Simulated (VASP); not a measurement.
The system is Ta.

```
CELL_PARAMETERS angstrom
2.83900 0.00000 0.00000
-1.41950 2.45864 0.00000
0.00000 0.00000 4.59917
ATOMIC_POSITIONS crystal
Ta 0.33333 0.66667 0.25000
Ta 0.66667 0.33333 0.75000
```

```yaml
Program: VASP 6.6.1
Task: relaxation of cell and atoms
Functional: PBE
Potentials_or_basis: VASP PAW PBE potentials, release 64 (Ta_pv)
Cutoff: 600 eV
k_mesh: 13 × 13 × 7
Occupations: fermi-dirac, width 0.03 eV
Spin: no spin polarisation
```

At the start: pressure 39.3 GPa; volume 16.05 Å³/atom.

Task: Where does the relaxation end?

Result: Over 10 steps the energy falls by 341.5 meV/atom and the volume is 18.74 Å³/atom (+16.8 %); space group P6_3/mmc (No. 194, to 0.05 Å).

The path:
```tsv
step	energy change (eV)	largest force (eV/Å)	pressure (GPa)	volume (Å³)
1	0.0000	0.0000	39.30	32.10
2	1.7147	0.0000	-33.63	54.04
3	-0.6072	0.0000	-4.21	38.33
4	-0.6150	0.0000	-1.32	37.72
5	-0.6152	0.0000	-0.71	37.61
6	-0.6790	0.0000	-0.48	37.57
7	-0.6828	0.0000	-0.32	37.55
8	-0.6829	0.0000	-0.28	37.54
9	-0.6828	0.0000	0.53	37.38
10	-0.6829	0.0000	-0.01	37.48
```

Final structure:
```xyz
2
Lattice="2.9043 0.0000 0.0000 -1.4521 2.5152 0.0000 0.0000 0.0000 5.1313" Properties=species:S:1:pos:R:3 pbc="T T T"
Ta    0.0000    1.6768    1.2828
Ta    1.4521    0.8384    3.8485
```

Caveat: the volume moved by over 15 % at a fixed basis, so the end points are rough.
